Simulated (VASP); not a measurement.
Sn3GeO8: single point with PBE

Crystal: Sn3GeO8.

```
Sn Ge O
1.0
     3.34579   -3.36041    0.00000
     3.34579    3.36041    0.00000
     0.00000    0.00000    6.31895
Sn Ge O
3 1 8
Direct
  0.50000 0.50000 0.50000
  0.00000 0.00000 0.75649
  0.00000 0.00000 0.24351
  0.50000 0.50000 0.00000
  0.20720 0.20720 0.00000
  0.19233 0.19233 0.50000
  0.79280 0.79280 0.00000
  0.80767 0.80767 0.50000
  0.68720 0.31280 0.76598
  0.68720 0.31280 0.23402
  0.31280 0.68720 0.76598
  0.31280 0.68720 0.23402
```

| Item | Value |
| --- | --- |
| Program | VASP 6.6.1 |
| Task | single point |
| Functional | PBE |
| Potentials or basis | VASP PAW PBE potentials, release 64 (Sn_d, Ge_d, O) |
| Cutoff | 520 eV |
| k mesh | 4 × 4 × 4 |
| Occupations | gaussian, width 0.1 eV |
| Spin | no spin polarisation |
| Dipole correction | no |
| Further INCAR settings | ALGO = Normal; EDIFF = 1e-07; NBANDS = 64 |

```
Pressure               : 0.5 GPa
Largest force          : 0.054 eV/Å
Band gap on the k mesh : 0.62 eV
```

Forces in eV/Å, atoms in the order of the input:
```
Sn   0.000  0.000  0.000
Sn   0.000  0.000  0.004
Sn   0.000  0.000 -0.004
Ge   0.000  0.000  0.000
O    0.054  0.000  0.000
O    0.015  0.000  0.000
O   -0.054  0.000  0.000
O   -0.015  0.000  0.000
O    0.000 -0.010  0.013
O    0.000 -0.010 -0.013
O    0.000  0.010  0.013
O    0.000  0.010 -0.013
```

Stress tensor (GPa, compression positive):
```
0.43 0.00 0.00
0.00 0.41 0.00
0.00 0.00 0.71
```

Levels at points of the mesh, in eV from the valence-band top:
| k point | band 48 | band 49 | band 50 | band 51 | band 52 | band 53 | band 54 | band 55 | band 56 | band 57 |
| --- | --- | --- | --- | --- | --- | --- | --- | --- | --- | --- |
| (0.00, 0.00, 0.00) | -1.44 | -1.20 | -0.78 | -0.70 | 0.00 | 0.62 | 5.17 | 5.58 | 5.71 | 5.81 |
| (0.50, 0.00, 0.00) | -1.14 | -1.04 | -0.73 | -0.64 | -0.58 | 3.77 | 3.94 | 5.71 | 5.79 | 6.50 |
| (0.50, 0.50, 0.00) | -1.10 | -1.02 | -0.90 | -0.79 | -0.76 | 3.91 | 4.14 | 4.35 | 4.38 | 6.98 |
| (0.00, 0.00, 0.50) | -0.94 | -0.77 | -0.71 | -0.69 | -0.32 | 3.15 | 3.35 | 6.10 | 6.55 | 7.34 |
| (0.50, 0.00, 0.50) | -1.32 | -1.02 | -0.91 | -0.76 | -0.66 | 4.89 | 4.95 | 4.95 | 4.99 | 7.77 |
| (0.50, 0.50, 0.50) | -0.98 | -0.82 | -0.81 | -0.80 | -0.75 | 4.28 | 4.40 | 4.57 | 4.75 | 8.01 |

Run time: 5.6 min on 1 thread of Intel Xeon 8259CL, on a shared host, peak memory 0.32 GiB.

Caveat: semilocal functionals underestimate gaps, and a narrow one can read as zero; spin-orbit coupling is left out, which moves the levels of the heavy elements.
